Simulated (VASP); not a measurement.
# NaF (Fm-3m) in VASP: notebook, part 2 of 2

VASP 6.6.1. Earlier steps stand in the parts before.

## 3. Single point, PBEsol (volume scaled by 0.88)

INCAR reads:

```
SYSTEM = NaF
PREC = Accurate
ENCUT = 520
EDIFF = 1E-6
ISMEAR = 0
SIGMA = 0.02
LREAL = .False.
LASPH = .True.
NELM = 80
ALGO = Normal
ISIF = 2
LWAVE = .False.
LCHARG = .True.
GGA = PS
LELF = .True.
LVHAR = .True.
NBANDS = 14
```

KPOINTS reads:

```
Automatic mesh
0
Gamma
  8 8 8
  0 0 0
```

POSCAR reads:

```
NaF
1.0
    0.0000000000      2.2185240789      2.2185240789
    2.2185240789      0.0000000000      2.2185240789
    2.2185240789      2.2185240789      0.0000000000
Na F
1 1
Direct
    0.0000000000      0.0000000000      0.0000000000
    0.5000000000      0.5000000000      0.5000000000
```

Potentials or basis: VASP PAW PBE potentials, release 64 (Na_pv, F).

Launch:

```
cat potpaw_PBE.64/Na_pv/POTCAR potpaw_PBE.64/F/POTCAR > POTCAR
mpirun -np 1 vasp_std > vasp.out
```

OUTCAR:

```text
SYSTEM = NaF
   PREC = Accurate
   ENCUT = 520
   EDIFF = 1E-6
   ISMEAR = 0
   LREAL = .False.
   LASPH = .True.
   NELM = 80
   ISIF = 2
   GGA = PS

 ion  position               nearest neighbor table
   1  0.000  0.000  0.000-   2 2.22   2 2.22   2 2.22   2 2.22   2 2.22   2 2.22
   2  0.500  0.500  0.500-   1 2.22   1 2.22   1 2.22   1 2.22   1 2.22   1 2.22

  LATTYP: Found a face centered cubic cell.
 ALAT       =     4.4370481578

  Lattice vectors:

 A1 = (   0.0000000000,   2.2185240789,   2.2185240789)
 A2 = (   2.2185240789,   0.0000000000,   2.2185240789)
 A3 = (   2.2185240789,   2.2185240789,   0.0000000000)

Analysis of symmetry for initial positions (statically):
=====================================================================
 Subroutine PRICEL returns:
 Original cell was already a primitive cell.

 Routine SETGRP: Setting up the symmetry group for a
 face centered cubic supercell.

 Subroutine GETGRP returns: Found 48 space group operations
 (whereof 48 operations were pure point group operations)
 out of a pool of 48 trial point group operations.

The static configuration has the point symmetry O_h .

Analysis of symmetry for dynamics (positions and initial velocities):
=====================================================================
 Subroutine PRICEL returns:
 Original cell was already a primitive cell.

 Routine SETGRP: Setting up the symmetry group for a
 face centered cubic supercell.

 Subroutine GETGRP returns: Found 48 space group operations
 (whereof 48 operations were pure point group operations)
 out of a pool of 48 trial point group operations.

The dynamic configuration has the point symmetry O_h .

 Subroutine INISYM returns: Found 48 space group operations
 (whereof 48 operations are pure point group operations),
 and found     1 'primitive' translations

----------------------------------------------------------------------------------------

                                     Primitive cell
[... 115 lines left out ...]
   LORBIT       =      0    0 simple, 1 ext, 2 COOP (PROOUT), +10 PAW based schemes
   GGA     = PS    functional components
   LHFCALC =     F    Hartree Fock is set to
   AEXX    =    0.0000 exact exchange contribution
   IVDW    =     0    specifies the selected vdW correction
   LEPSILON=     F    determine dielectric tensor
   LRPA    =     F    only Hartree local field effects (RPA)
 non-spin polarized calculation
 Gauss-broadening in eV      SIGMA  =   0.02
  energy-cutoff  :      520.00
  volume of cell :       21.84
 maximum number of plane-waves:       609
   NGX = 11   NGY = 11   NGZ = 11

 number of electron      14.0000012 magnetization

 Free energy of the ion-electron system (eV)
  ---------------------------------------------------
  ext. energy  EPLUGINS =         0.00000000
  ---------------------------------------------------
  free energy    TOTEN  =        -8.69420667 eV

  energy without entropy =       -8.69420667  energy(sigma->0) =       -8.69420667

 E-fermi :  -1.4090     XC(G=0): -10.0040

 val. band max:       -1.5568546051   @ k =   0.0000   0.0000   0.0000
 cond. band min:       5.3392396177   @ k =   0.0000   0.0000   0.0000
 fundamental gap:      6.8960942228
 Fermi energy:        -1.4089561582

 k-point     1 :       0.0000    0.0000    0.0000
  band No.  band energies     occupation
      1     -20.8655      2.00000
      2     -19.9633      2.00000
      3     -19.9633      2.00000
      4     -19.9633      2.00000
      5      -1.5569      2.00000
      6      -1.5569      2.00000
      7      -1.5569      2.00000
      8       5.3392      0.00000
      9      18.1943      0.00000
     10      18.1943      0.00000
     11      18.1943      0.00000
     12      21.1611      0.00000
     13      23.7013      0.00000
     14      23.7013      0.00000
[... 377 lines left out ...]
      1     -21.2175      2.00000
      2     -20.0504      2.00000
      3     -20.0122      2.00000
      4     -19.3759      2.00000
      5      -3.1412      2.00000
      6      -2.2631      2.00000
      7      -1.9826      2.00000
      8      10.9205      0.00000
      9      12.0583      0.00000
     10      16.8623      0.00000
     11      18.8516      0.00000
     12      21.9752      0.00000
     13      23.1684      0.00000
     14      28.4731      0.00000

 [... further k-points ...]
[... 5 lines left out ...]
  --------------------------------------------------------------------------------------
  -------------------------------------------------------------------------------------
  Total        1.1487335      1.1487335      1.1487335      0.0000000      0.0000000      0.0000000
  in kB       84.2766836     84.2766836     84.2766836      0.0000000      0.0000000      0.0000000
  external PRESSURE =      84.2766836 kB  Pullay stress =       0.0000000 kB

 VOLUME and BASIS-vectors are now :
 -----------------------------------------------------------------------------
  energy-cutoff  :      520.00
  volume of cell :       21.84
      direct lattice vectors                 reciprocal lattice vectors
     0.000000000  2.218524079  2.218524079    -0.225375061  0.225375061  0.225375061
     2.218524079  0.000000000  2.218524079     0.225375061 -0.225375061  0.225375061
     2.218524079  2.218524079  0.000000000     0.225375061  0.225375061 -0.225375061

 POSITION                                       TOTAL-FORCE (eV/Angst)
 -----------------------------------------------------------------------------------
      0.00000      0.00000      0.00000         0.000000      0.000000      0.000000
      2.21852      2.21852      2.21852         0.000000      0.000000      0.000000
 -----------------------------------------------------------------------------------
    total drift:                                0.000000     -0.000000      0.000000

  FREE ENERGIE OF THE ION-ELECTRON SYSTEM (eV)
  ---------------------------------------------------
  free  energy   TOTEN  =        -8.6942066696 eV

  energy  without entropy=       -8.6942066696  energy(sigma->0) =       -8.69420667
```

OSZICAR:

```text
N       E                     dE             d eps       ncg     rms          rms(c)
DAV:   1     0.109552507413E+03    0.10955E+03   -0.77830E+03   818   0.127E+03
DAV:   2    -0.440344846706E+01   -0.11396E+03   -0.10621E+03   884   0.358E+02
DAV:   3    -0.942188054148E+01   -0.50184E+01   -0.50088E+01  1028   0.678E+01
DAV:   4    -0.945922947393E+01   -0.37349E-01   -0.37347E-01   878   0.618E+00
DAV:   5    -0.945956684174E+01   -0.33737E-03   -0.33737E-03  1010   0.582E-01    0.495E+00
DAV:   6    -0.870794754350E+01    0.75162E+00   -0.24249E+00  1014   0.156E+01    0.170E+00
DAV:   7    -0.869607948578E+01    0.11868E-01   -0.35328E-02   830   0.220E+00    0.102E+00
DAV:   8    -0.869397066156E+01    0.21088E-02   -0.21064E-02   884   0.285E+00    0.146E-01
DAV:   9    -0.869435376529E+01   -0.38310E-03   -0.42748E-03  1104   0.646E-01    0.113E-01
DAV:  10    -0.869420786688E+01    0.14590E-03   -0.61116E-04   890   0.332E-01    0.231E-02
DAV:  11    -0.869420661787E+01    0.12490E-05   -0.52162E-05   932   0.815E-02    0.569E-03
DAV:  12    -0.869420666958E+01   -0.51712E-07   -0.14863E-06   926   0.129E-02
   1 F= -.86942067E+01 E0= -.86942067E+01  d E =-.117621E-27
```

Run time: 9.6 s. Hardware: 1 thread of Intel Xeon 8259CL, shared host; peak memory 0.13 GiB.

Results:

* Free energy: -8.6942 eV
* Pressure: 8.4 GPa
* Band gap on the k mesh: 6.90 eV, direct

Levels at points of the mesh, in eV from the valence-band top:
```
           k point  band 4  band 5  band 6  band 7  band 8  band 9  band 10  band 11
(0.00, 0.00, 0.00)  -18.41    0.00    0.00    0.00    6.90   19.75    19.75    19.75
(0.50, 0.00, 0.00)  -17.63   -1.93   -0.33   -0.33   11.41   13.46    21.40    21.40
(0.50, 0.50, 0.00)  -18.49   -1.51   -0.48   -0.48   13.50   14.08    14.85    21.38
```

Caveat: the PAW data sets were made with another functional, which shifts forces and pressure a little.

## 4. Single point, PBEsol (volume scaled by 0.97)

INCAR reads:

```
SYSTEM = NaF
ALGO = Normal ; EDIFF = 1E-6
ENCUT = 520 ; GGA = PS
ISIF = 2 ; ISMEAR = 0
LASPH = .True. ; LCHARG = .False.
LREAL = .False. ; LWAVE = .False.
NBANDS = 14 ; NELM = 60
PREC = Accurate ; SIGMA = 0.02
```

KPOINTS reads:

```
k-points
0
Gamma
  8 8 8
  0 0 0
```

POSCAR reads:

```
NaF
1.0
    0.0000000000      2.2917144375      2.2917144375
    2.2917144375      0.0000000000      2.2917144375
    2.2917144375      2.2917144375      0.0000000000
Na F
1 1
Direct
    0.0000000000      0.0000000000      0.0000000000
    0.5000000000      0.5000000000      0.5000000000
```

Potentials or basis: VASP PAW PBE potentials, release 64 (Na_pv, F).

Launch:

```
cat potpaw_PBE.64/Na_pv/POTCAR potpaw_PBE.64/F/POTCAR > POTCAR
mpirun -np 1 vasp_std > vasp.out
```

OUTCAR:

```text
SYSTEM = NaF
   EDIFF = 1E-6
   ENCUT = 520
   GGA = PS
   ISIF = 2
   ISMEAR = 0
   LASPH = .True.
   LREAL = .False.
   NELM = 60
   PREC = Accurate

 ion  position               nearest neighbor table
   1  0.000  0.000  0.000-   2 2.29   2 2.29   2 2.29   2 2.29   2 2.29   2 2.29
   2  0.500  0.500  0.500-   1 2.29   1 2.29   1 2.29   1 2.29   1 2.29   1 2.29

  LATTYP: Found a face centered cubic cell.
 ALAT       =     4.5834288750

  Lattice vectors:

 A1 = (   0.0000000000,   2.2917144375,   2.2917144375)
 A2 = (   2.2917144375,   0.0000000000,   2.2917144375)
 A3 = (   2.2917144375,   2.2917144375,   0.0000000000)

Analysis of symmetry for initial positions (statically):
=====================================================================
 Subroutine PRICEL returns:
 Original cell was already a primitive cell.

 Routine SETGRP: Setting up the symmetry group for a
 face centered cubic supercell.

 Subroutine GETGRP returns: Found 48 space group operations
 (whereof 48 operations were pure point group operations)
 out of a pool of 48 trial point group operations.

The static configuration has the point symmetry O_h .

Analysis of symmetry for dynamics (positions and initial velocities):
=====================================================================
 Subroutine PRICEL returns:
 Original cell was already a primitive cell.

 Routine SETGRP: Setting up the symmetry group for a
 face centered cubic supercell.

 Subroutine GETGRP returns: Found 48 space group operations
 (whereof 48 operations were pure point group operations)
 out of a pool of 48 trial point group operations.

The dynamic configuration has the point symmetry O_h .

 Subroutine INISYM returns: Found 48 space group operations
 (whereof 48 operations are pure point group operations),
 and found     1 'primitive' translations

----------------------------------------------------------------------------------------

                                     Primitive cell
[... 115 lines left out ...]
   LORBIT       =      0    0 simple, 1 ext, 2 COOP (PROOUT), +10 PAW based schemes
   GGA     = PS    functional components
   LHFCALC =     F    Hartree Fock is set to
   AEXX    =    0.0000 exact exchange contribution
   IVDW    =     0    specifies the selected vdW correction
   LEPSILON=     F    determine dielectric tensor
   LRPA    =     F    only Hartree local field effects (RPA)
 non-spin polarized calculation
 Gauss-broadening in eV      SIGMA  =   0.02
  energy-cutoff  :      520.00
  volume of cell :       24.07
 maximum number of plane-waves:       660
   NGX = 13   NGY = 13   NGZ = 13

 number of electron      13.9999995 magnetization

 Free energy of the ion-electron system (eV)
  ---------------------------------------------------
  ext. energy  EPLUGINS =         0.00000000
  ---------------------------------------------------
  free energy    TOTEN  =        -8.76411203 eV

  energy without entropy =       -8.76411203  energy(sigma->0) =       -8.76411203

 E-fermi :  -1.9500     XC(G=0):  -9.5000

 val. band max:       -2.0318973319   @ k =   0.0000   0.0000   0.0000
 cond. band min:       4.3026101804   @ k =   0.0000   0.0000   0.0000
 fundamental gap:      6.3345075123
 Fermi energy:        -1.9499659909

 k-point     1 :       0.0000    0.0000    0.0000
  band No.  band energies     occupation
      1     -21.1472      2.00000
      2     -20.7050      2.00000
      3     -20.7050      2.00000
      4     -20.7050      2.00000
      5      -2.0319      2.00000
      6      -2.0319      2.00000
      7      -2.0319      2.00000
      8       4.3026      0.00000
      9      17.0406      0.00000
     10      17.0406      0.00000
     11      17.0406      0.00000
     12      19.7921      0.00000
     13      22.2175      0.00000
     14      22.2175      0.00000
[... 377 lines left out ...]
      1     -21.5589      2.00000
      2     -20.7678      2.00000
      3     -20.7407      2.00000
      4     -20.1088      2.00000
      5      -3.4252      2.00000
      6      -2.6482      2.00000
      7      -2.3933      2.00000
      8       9.7935      0.00000
      9      10.7958      0.00000
     10      15.3263      0.00000
     11      17.2001      0.00000
     12      20.3774      0.00000
     13      21.4743      0.00000
     14      26.3946      0.00000

 [... further k-points ...]
[... 5 lines left out ...]
  --------------------------------------------------------------------------------------
  -------------------------------------------------------------------------------------
  Total        0.2251380      0.2251380      0.2251380      0.0000000      0.0000000      0.0000000
  in kB       14.9846910     14.9846910     14.9846910      0.0000000      0.0000000      0.0000000
  external PRESSURE =      14.9846910 kB  Pullay stress =       0.0000000 kB

 VOLUME and BASIS-vectors are now :
 -----------------------------------------------------------------------------
  energy-cutoff  :      520.00
  volume of cell :       24.07
      direct lattice vectors                 reciprocal lattice vectors
     0.000000000  2.291714438  2.291714438    -0.218177270  0.218177270  0.218177270
     2.291714438  0.000000000  2.291714438     0.218177270 -0.218177270  0.218177270
     2.291714438  2.291714438  0.000000000     0.218177270  0.218177270 -0.218177270

 POSITION                                       TOTAL-FORCE (eV/Angst)
 -----------------------------------------------------------------------------------
      0.00000      0.00000      0.00000         0.000000     -0.000000      0.000000
      2.29171      2.29171      2.29171        -0.000000      0.000000     -0.000000
 -----------------------------------------------------------------------------------
    total drift:                                0.000000     -0.000000      0.000000

  FREE ENERGIE OF THE ION-ELECTRON SYSTEM (eV)
  ---------------------------------------------------
  free  energy   TOTEN  =        -8.7641120307 eV

  energy  without entropy=       -8.7641120307  energy(sigma->0) =       -8.76411203
```

It took 14 s on 1 thread of Intel Xeon 8259CL, shared host; peak memory 0.13 GiB.

What came out:

* Free energy: -8.7641 eV
* Pressure: 1.5 GPa
* Band gap on the k mesh: 6.33 eV, direct

Levels at points of the mesh, in eV from the valence-band top:
| k point | band 5 | band 6 | band 7 | band 8 | band 9 | band 10 |
| --- | --- | --- | --- | --- | --- | --- |
| (0.00, 0.00, 0.00) | 0.00 | 0.00 | 0.00 | 6.33 | 19.07 | 19.07 |
| (0.50, 0.00, 0.00) | -1.69 | -0.28 | -0.28 | 10.80 | 12.61 | 20.33 |
| (0.50, 0.50, 0.00) | -1.35 | -0.43 | -0.43 | 13.20 | 13.25 | 13.85 |

Caveat: the PAW data sets were made with another functional, which shifts forces and pressure a little.

## 5. Single point, PBEsol (volume scaled by 0.94)

INCAR reads:

```
PREC = Accurate ; ENCUT = 520
EDIFF = 1E-6 ; ISMEAR = 0
SIGMA = 0.02 ; LREAL = False
LASPH = True ; NELM = 60
ALGO = Normal ; ISIF = 2
LWAVE = False ; LCHARG = True
GGA = PS ; LELF = True
LVHAR = True ; NBANDS = 14
```

KPOINTS reads:

```
Automatic mesh
0
Gamma
  8 8 8
```

POSCAR reads:

```
NaF
1.0
    0.0000000000      2.2678406760      2.2678406760
    2.2678406760      0.0000000000      2.2678406760
    2.2678406760      2.2678406760      0.0000000000
Na F
1 1
Direct
    0.0000000000      0.0000000000      0.0000000000
    0.5000000000      0.5000000000      0.5000000000
```

Launch:

```
cat potpaw_PBE.64/Na_pv/POTCAR potpaw_PBE.64/F/POTCAR > POTCAR
mpirun -np 1 vasp_std > vasp.out
```

Run time: 13 s. Hardware: 1 thread of Intel Xeon 8259CL, shared host; peak memory 0.13 GiB.

It converged, with:

```
Free energy            : -8.7512 eV
Pressure               : 3.4 GPa
Band gap on the k mesh : 6.51 eV, direct
```

Levels at points of the mesh, in eV from the valence-band top:
```csv
k point,band 4,band 5,band 6,band 7,band 8,band 9,band 10,band 11
"(0.00, 0.00, 0.00)",-18.58,0.00,0.00,0.00,6.51,19.29,19.29,19.29
"(0.50, 0.00, 0.00)",-17.83,-1.77,-0.29,-0.29,11.00,12.88,20.67,20.67
"(0.50, 0.50, 0.00)",-18.65,-1.40,-0.44,-0.44,13.30,13.51,14.17,20.48
```

Caveat: the PAW data sets were made with another functional, which shifts forces and pressure a little.

## 6. Overview

| cell | gap on the mesh (eV) | pressure (GPa) |
| --- | --- | --- |
| a = 3.274 Å, angles 60.0°, 2 atoms | 6.17 | -0.1 |
| a = 3.137 Å, angles 60.0°, 2 atoms | 6.90 | 8.4 |
| a = 3.241 Å, angles 60.0°, 2 atoms | 6.33 | 1.5 |
| a = 3.207 Å, angles 60.0°, 2 atoms | 6.51 | 3.4 |

Alike in all rows: task single point; level PBEsol; potentials or basis VASP PAW PBE potentials, release 64 (Na_pv, F); no spin polarisation; k mesh 8 × 8 × 8; cutoff (eV) 520; smearing gaussian 0.02 eV.

Caveats: the PAW data sets were made with another functional, which shifts forces and pressure a little.

Total energies depend on the potentials used, so only differences within one code and one set of settings carry meaning.
